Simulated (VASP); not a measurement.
# Yb in VASP: a series of runs

The runs below take Yb through single point, with PBEsol, PBE.

Program: VASP 6.6.1. These are calculated values, not measurements. Logs are shortened: lines on timing, memory, paths and dates and some standing lists are left out, and cuts for length are marked.

## (1) The cell of the first run

It takes space group P6_3/mmc (No. 194, hexagonal). The conventional cell has a = 3.880 Å, b = 3.880 Å, c = 6.386 Å, α = 90.00°, β = 90.00°, γ = 120.00°. Yb (site symmetry -6m2) has 12 Yb at 3.88 to 3.90 Å within 5.1 Å.

This isn't the form of Yb at room conditions, which is fcc.

## (2) Single point, PBEsol, collinear spin, antiferromagnetic start

INCAR reads:

```
PREC     = Accurate       # precision mode
ENCUT    = 520            # plane-wave cutoff, eV
EDIFF    = 1E-6           # SCF threshold, eV
ISMEAR   = -1             # smearing method
SIGMA    = 0.05           # smearing width, eV
LREAL    = False          # projectors in reciprocal space
LASPH    = True           # aspherical terms in the spheres
NELM     = 150            # most SCF steps
ALGO     = Fast           # electronic algorithm
ISIF     = 2              # what is computed and relaxed
LWAVE    = False          # write WAVECAR
LCHARG   = False          # write CHGCAR
ISPIN    = 2              # spin polarisation
MAGMOM   = 1 -1           # initial moments
LORBIT   = 11             # projections on sites
LMAXMIX  = 6              # l up to which the mixer works
GGA      = PS             # functional
NBANDS   = 35             # bands
```

KPOINTS reads:

```
Automatic mesh
0
Gamma
  8 8 4
```

POSCAR reads:

```
Yb
1.0
    3.8799000000      0.0000000000      0.0000000000
   -1.9399500000      3.3600919641      0.0000000000
    0.0000000000      0.0000000000      6.3859000000
Yb
2
Direct
    0.6666666667      0.3333333333      0.7500000000
    0.3333333333      0.6666666667      0.2500000000
```

Potentials or basis: VASP PAW PBE potentials, release 64 (Yb).

Run with:

```
cat potpaw_PBE.64/Yb/POTCAR > POTCAR
mpirun -np 1 vasp_std > vasp.out
```

OUTCAR:

```text
PREC = Accurate
   ENCUT = 520
   EDIFF = 1E-6
   ISMEAR = -1
   LREAL = False
   LASPH = True
   NELM = 150
   ISIF = 2
   ISPIN = 2
   LORBIT = 11
   GGA = PS

 ion  position               nearest neighbor table
   1  0.667  0.333  0.750-
   2  0.333  0.667  0.250-

  LATTYP: Found a hexagonal cell.
 ALAT       =     3.8799000000
 C/A-ratio  =     1.6458929354

  Lattice vectors:

 A1 = (   3.8799000000,   0.0000000000,   0.0000000000)
 A2 = (  -1.9399500000,   3.3600919641,   0.0000000000)
 A3 = (   0.0000000000,   0.0000000000,   6.3859000000)

Analysis of symmetry for initial positions (statically):
=====================================================================
 Subroutine PRICEL returns:
 Original cell was already a primitive cell.

 Routine SETGRP: Setting up the symmetry group for a
 hexagonal supercell.

 Subroutine GETGRP returns: Found 24 space group operations
 (whereof 12 operations were pure point group operations)
 out of a pool of 24 trial point group operations.

The static configuration has the point symmetry D_3d.
 The point group associated with its full space group is D_6h.

Analysis of symmetry for dynamics (positions and initial velocities):
=====================================================================
 Subroutine PRICEL returns:
 Original cell was already a primitive cell.

 Routine SETGRP: Setting up the symmetry group for a
 hexagonal supercell.

 Subroutine GETGRP returns: Found 24 space group operations
 (whereof 12 operations were pure point group operations)
 out of a pool of 24 trial point group operations.

The dynamic configuration has the point symmetry D_3d.
 The point group associated with its full space group is D_6h.

Analysis of structural, dynamic, and magnetic symmetry:
=====================================================================
 Subroutine PRICEL returns:
 Original cell was already a primitive cell.

 Routine SETGRP: Setting up the symmetry group for a
 hexagonal supercell.

 Subroutine GETGRP returns: Found 24 space group operations
 (whereof 12 operations were pure point group operations)
 out of a pool of 24 trial point group operations.

The overall configuration has the point symmetry D_3d.
 The point group associated with its full space group is D_6h.

 Subroutine INISYM returns: Found 24 space group operations
 (whereof 12 operations are pure point group operations),
 and found     1 'primitive' translations

----------------------------------------------------------------------------------------

                                     Primitive cell

  volume of cell :      83.2518

  direct lattice vectors                    reciprocal lattice vectors
     3.879900000  0.000000000  0.000000000     0.257738602  0.148805451  0.000000000
    -1.939950000  3.360091964  0.000000000     0.000000000  0.297610902  0.000000000
     0.000000000  0.000000000  6.385900000     0.000000000  0.000000000  0.156594998

  length of vectors
     3.879900000  3.879900000  6.385900000     0.297610902  0.297610902  0.156594998

  position of ions in fractional coordinates (direct lattice)
     0.666666667  0.333333333  0.750000000
     0.333333333  0.666666667  0.250000000

  ion indices of the primitive-cell ions
   primitive index   ion index
                 1           1
                 2           2

----------------------------------------------------------------------------------------

 KPOINTS: Automatic mesh

Automatic generation of k-mesh.
 Grid dimensions read from file:
 generate k-points for:    8    8    4

 Generating k-lattice:

  Cartesian coordinates                     Fractional coordinates (reciprocal lattice)
     0.032217325  0.018600681  0.000000000     0.125000000  0.000000000  0.000000000
     0.000000000  0.037201363  0.000000000     0.000000000  0.125000000  0.000000000
     0.000000000  0.000000000  0.039148750     0.000000000  0.000000000  0.250000000

  Length of vectors
     0.037201363  0.037201363  0.039148750

  Shift w.r.t. Gamma in fractional coordinates (k-lattice)
     0.000000000  0.000000000  0.000000000

 Subroutine IBZKPT returns following result:
 ===========================================

 Found     30 irreducible k-points:

 Following reciprocal coordinates:
            Coordinates               Weight
  0.000000  0.000000  0.000000      1.000000
  0.125000  0.000000  0.000000      6.000000
  0.250000  0.000000  0.000000      6.000000
  0.375000  0.000000  0.000000      6.000000
  0.500000  0.000000  0.000000      3.000000
  0.125000  0.125000  0.000000      6.000000
[... 16 lines left out ...]
  0.250000  0.000000  0.500000      6.000000
  0.375000  0.000000  0.500000      6.000000
 [... further k-points ...]
   k-points           NKPTS =     30   k-points in BZ     NKDIM =     30   number of bands    NBANDS=     35
   number of dos      NEDOS =    301   number of ions     NIONS =      2
   total plane-waves  NPLWV =  43200
   dimension x,y,z NGX =    30 NGY =   30 NGZ =   48
   dimension x,y,z NGXF=    60 NGYF=   60 NGZF=   96
   ions per type =               2
   NGX,Y,Z   is equivalent  to a cutoff of  12.85, 12.85, 12.50 a.u.
   NGXF,Y,Z  is equivalent  to a cutoff of  25.71, 25.71, 24.99 a.u.
 SYSTEM =  unknown system
   PREC   = accura    normal or accurate (medium, high low for compatibility)
   ISTART =      0    job   : 0-new  1-cont  2-samecut
   ICHARG =      2    charge: 1-file 2-atom 10-const
   ISPIN  =      2    spin polarized calculation?
   LNONCOLLINEAR =      F non collinear calculations
   LSORBIT =      F    spin-orbit coupling
   LASPH  =      T    aspherical Exc in radial PAW
   ENCUT  =  520.0 eV  38.22 Ry    6.18 a.u.   7.21  7.21 11.87*2*pi/ulx,y,z
   NELM   =    150;   NELMIN=  2; NELMDL= -5     # of ELM steps
   EDIFF  = 0.1E-05   stopping-criterion for ELM
   LREAL  =      F    real-space projection
   EDIFFG = 0.1E-04   stopping-criterion for IOM
   NSW    =      0    number of steps for IOM
   IBRION =     -1    ionic relax: 0-MD 1-quasi-New 2-CG
   NFREE  =      0    steps in history (QN), initial steepest desc. (CG)
   ISIF   =      2    stress and relaxation
   ISYM   =      2    0-nonsym 1-usesym 2-fastsym
   POTIM  = 0.5000    time-step for ionic-motion
   TEBEG  =    0.0;   TEEND  =   0.0 temperature during run
   PSTRESS=    0.0 pullay stress
   NELECT =      48.0000    total number of electrons
   NUPDOWN=      -1.0000    fix difference up-down
   EMIN   =  10.00;   EMAX   =-10.00  energy-range for DOS
   EFERMI =   0.00;   METHOD = LEGACY
   ISMEAR =    -1;   SIGMA  =   0.05  broadening in eV -4-tet -1-fermi 0-gaus
   EFERMI_NEDOS =   21; number of points for ismear=-14 and -15
   IALGO  =     68    algorithm
   IMIX   =      4    mixing-type and parameters
     AMIX     =   0.40;   BMIX     =  1.00
     AMIX_MAG =   1.60;   BMIX_MAG =  1.00
  volume/ion in A,a.u.               =      41.63       280.91
  Fermi-wavevector in a.u.,A,eV,Ry     =   1.362565  2.574875 25.260359  1.856584
  Thomas-Fermi vector in A             =   2.489044
   LORBIT       =     11    0 simple, 1 ext, 2 COOP (PROOUT), +10 PAW based schemes
   GGA     = PS    functional components
   LHFCALC =     F    Hartree Fock is set to
   AEXX    =    0.0000 exact exchange contribution
   IVDW    =     0    specifies the selected vdW correction
   LEPSILON=     F    determine dielectric tensor
   LRPA    =     F    only Hartree local field effects (RPA)
 spin polarized calculation
 RMM-DIIS sequential band-by-band and
  energy-cutoff  :      520.00
  volume of cell :       83.25
 maximum number of plane-waves:      2256
 NGX is ok and might be reduce to    30
   NGX = 15   NGY = 15   NGZ = 23

 number of electron      48.0000033 magnetization       0.0000000

 number of electron      48.0000033 magnetization      -0.0000000

 Free energy of the ion-electron system (eV)
  ---------------------------------------------------
  ext. energy  EPLUGINS =         0.00000000
  ---------------------------------------------------
  free energy    TOTEN  =        -7.59521425 eV

  energy without entropy =       -7.55845398  energy(sigma->0) =       -7.57683412

 E-fermi :   1.0214     XC(G=0):  -8.9317

 val. band max:        1.0137570981   @ k =   0.3750   0.0000   0.0000
 cond. band min:       1.0278979171   @ k =   0.1250   0.1250   0.0000
 fundamental gap:      0.0141408189
 Fermi energy:         1.0213542116

 spin component 1

 k-point     1 :       0.0000    0.0000    0.0000
  band No.  band energies     occupation
      1     -50.8298      1.00000
      2     -50.8220      1.00000
      3     -23.2843      1.00000
      4     -23.1116      1.00000
      5     -23.1116      1.00000
      6     -23.0846      1.00000
[... 27 lines left out ...]
     34       6.4081      0.00000
     35       7.1767      0.00000
[... 843 lines left out ...]
      5     -23.1403      1.00000
      6     -23.1403      1.00000
[... 27 lines left out ...]
     34       6.5061      0.00000
     35       7.9939      0.00000

 [... further k-points ...]

 spin component 2

 k-point     1 :       0.0000    0.0000    0.0000
  band No.  band energies     occupation
      1     -50.8298      1.00000
      2     -50.8220      1.00000
      3     -23.2843      1.00000
      4     -23.1116      1.00000
      5     -23.1116      1.00000
      6     -23.0846      1.00000
[... 27 lines left out ...]
     34       6.4245      0.00000
     35       7.6615      0.00000
[... 843 lines left out ...]
      5     -23.1403      1.00000
      6     -23.1403      1.00000
[... 27 lines left out ...]
     34       6.5861      0.00000
     35       8.0137      0.00000

 [... further k-points ...]

------------------------ aborting loop because EDIFF is reached ----------------------------------------

  FORCE on cell =-STRESS in cart. coord.  units (eV):
  Direction    XX          YY          ZZ          XY          YZ          ZX
  --------------------------------------------------------------------------------------
  -------------------------------------------------------------------------------------
  Total       -1.5149251     -1.5149251     -1.4647556      0.0000000     -0.0000000      0.0000000
  in kB      -29.1546575    -29.1546575    -28.1891466      0.0000000     -0.0000000      0.0000000
  external PRESSURE =     -28.8328205 kB  Pullay stress =       0.0000000 kB

 VOLUME and BASIS-vectors are now :
 -----------------------------------------------------------------------------
  energy-cutoff  :      520.00
  volume of cell :       83.25
      direct lattice vectors                 reciprocal lattice vectors
     3.879900000  0.000000000  0.000000000     0.257738602  0.148805451  0.000000000
    -1.939950000  3.360091964  0.000000000     0.000000000  0.297610902  0.000000000
     0.000000000  0.000000000  6.385900000     0.000000000  0.000000000  0.156594998

 POSITION                                       TOTAL-FORCE (eV/Angst)
 -----------------------------------------------------------------------------------
      1.93995      1.12003      4.78943         0.000000      0.000000      0.000000
     -0.00000      2.24006      1.59648        -0.000000     -0.000000     -0.000000
 -----------------------------------------------------------------------------------
    total drift:                               -0.000000      0.000000     -0.000000

  FREE ENERGIE OF THE ION-ELECTRON SYSTEM (eV)
  ---------------------------------------------------
  free  energy   TOTEN  =        -7.5952142510 eV

  energy  without entropy=       -7.5584539819  energy(sigma->0) =       -7.57683412

 total charge

# of ion       s       p       d       f       tot
--------------------------------------------------
    1        2.214   5.974   0.206  13.647  22.041
    2        2.214   5.974   0.206  13.647  22.041
--------------------------------------------------
tot          4.429  11.948   0.412  27.293  44.082

 magnetization (x)

# of ion       s       p       d       f       tot
--------------------------------------------------
    1       -0.000   0.000   0.000  -0.000  -0.000
    2        0.000  -0.000  -0.000   0.000   0.000
--------------------------------------------------
tot          0.000   0.000   0.000   0.000   0.000
```

It took 8.6 min on 1 thread of Intel Xeon 6975P-C (Granite Rapids), shared host; peak memory 0.32 GiB.

What came out:

| Property | Result |
| --- | --- |
| Free energy | -7.5952 eV |
| Pressure | -2.9 GPa |
| Band gap on the k mesh | zero (filled and empty bands overlap) |
| Net moment | 0.00 μB per cell |
| Valence electrons inside the program's atomic spheres | Yb 22.04 |

Stress tensor (GPa, compression positive):
```
-2.92  0.00  0.00
 0.00 -2.92  0.00
 0.00  0.00 -2.82
```

Caveat: the PAW data sets were made with another functional, which shifts forces and pressure a little; spin-orbit coupling is left out, which moves the levels of the heavy elements. The state reached can hang on the start; a lower one may exist.

## (3) Single point, PBE, collinear spin, ferromagnetic start (atoms moved at random)

INCAR reads:

```
  PREC = Accurate
  ENCUT = 600
  EDIFF = 1E-6
  ISMEAR = -1
  SIGMA = 0.05
  LREAL = False
  LASPH = True
  NELM = 200
  ALGO = Normal
  ISIF = 2
  LWAVE = False
  LCHARG = True
  ISPIN = 2
  MAGMOM = 1 1
  LORBIT = 11
  LMAXMIX = 6
  GGA = PE
  LVHAR = True
  NBANDS = 35
  GGA_COMPAT = False
  KPAR = 4
```

KPOINTS is that of step 2.

POSCAR reads:

```
Yb
1.0
    3.8799000000      0.0000000000      0.0000000000
   -1.9399500000      3.3600919641      0.0000000000
    0.0000000000      0.0000000000      6.3859000000
Yb
2
Direct
    0.6778490000      0.3429950000      0.7520040000
    0.3340660000      0.6587730000      0.2546740000
```

Potentials or basis: VASP PAW PBE potentials, release 64 (Yb).

Run with:

```
cat potpaw_PBE.64/Yb/POTCAR > POTCAR
mpirun -np 4 vasp_std > vasp.out
```

Run time: 42 min. Hardware: 4 MPI ranks of Intel Xeon Platinum 8488C (Sapphire Rapids), shared host; peak memory 0.79 GiB.

It converged, with:

| Quantity | Value |
| --- | --- |
| Free energy | -7.0317 eV |
| Pressure | -2.5 GPa |
| Largest force | 0.031 eV/Å |
| Band gap on the k mesh | zero (filled and empty bands overlap) |
| Net moment | 0.00 μB per cell |
| Valence electrons inside the program's atomic spheres | Yb 22.05 |

Forces in eV/Å, atoms in the order of the input:
```
Yb  -0.003 -0.021  0.022
Yb   0.003  0.021 -0.022
```

Stress tensor (GPa, compression positive):
```
-2.37 -0.02 -0.02
-0.02 -2.60  0.02
-0.02  0.02 -2.43
```

Levels at points of the mesh, in eV from the Fermi level:
Spin up:
| k point | band 22 | band 23 | band 24 | band 25 | band 26 | band 27 |
| --- | --- | --- | --- | --- | --- | --- |
| (0.00, 0.00, 0.00) | -0.30 | -0.28 | -0.28 | 0.09 | 2.63 | 2.68 |
| (0.50, 0.00, 0.00) | -0.29 | -0.29 | -0.28 | 0.07 | 0.24 | 1.48 |
| (0.00, 0.50, 0.00) | -0.29 | -0.28 | -0.28 | 0.00 | 0.20 | 1.63 |
| (0.50, 0.50, 0.00) | -0.29 | -0.29 | -0.28 | 0.06 | 0.24 | 1.50 |
| (0.00, 0.00, 0.50) | -0.29 | -0.28 | -0.28 | 1.43 | 1.49 | 2.67 |
| (0.50, 0.00, 0.50) | -0.30 | -0.30 | -0.30 | 0.32 | 0.32 | 1.49 |
| (0.00, 0.50, 0.50) | -0.30 | -0.30 | -0.30 | 0.26 | 0.26 | 1.56 |
| (0.50, 0.50, 0.50) | -0.30 | -0.30 | -0.30 | 0.31 | 0.31 | 1.49 |
Spin down:
```csv
k point,band 20,band 21,band 22,band 23,band 24,band 25,band 26,band 27,band 28,band 29
"(0.00, 0.00, 0.00)",-0.33,-0.30,-0.30,-0.28,-0.28,0.09,2.63,2.68,2.72,3.16
"(0.50, 0.00, 0.00)",-0.31,-0.30,-0.29,-0.29,-0.28,0.06,0.24,1.48,2.15,2.59
"(0.00, 0.50, 0.00)",-0.31,-0.30,-0.29,-0.28,-0.28,0.00,0.20,1.63,2.23,2.56
"(0.50, 0.50, 0.00)",-0.31,-0.30,-0.29,-0.29,-0.28,0.06,0.24,1.49,2.15,2.59
"(0.00, 0.00, 0.50)",-0.30,-0.29,-0.29,-0.28,-0.28,1.43,1.49,2.67,2.68,2.70
"(0.50, 0.00, 0.50)",-0.33,-0.30,-0.30,-0.30,-0.30,0.32,0.32,1.49,1.52,3.56
"(0.00, 0.50, 0.50)",-0.33,-0.30,-0.30,-0.30,-0.30,0.26,0.26,1.56,1.60,3.55
"(0.50, 0.50, 0.50)",-0.33,-0.30,-0.30,-0.30,-0.30,0.31,0.31,1.49,1.53,3.56
```

Caveat: the cell differs from its parent crystal (atoms moved at random); spin-orbit coupling is left out, which moves the levels of the heavy elements. The state reached can hang on the start; a lower one may exist.

[end of part 1 of 2]
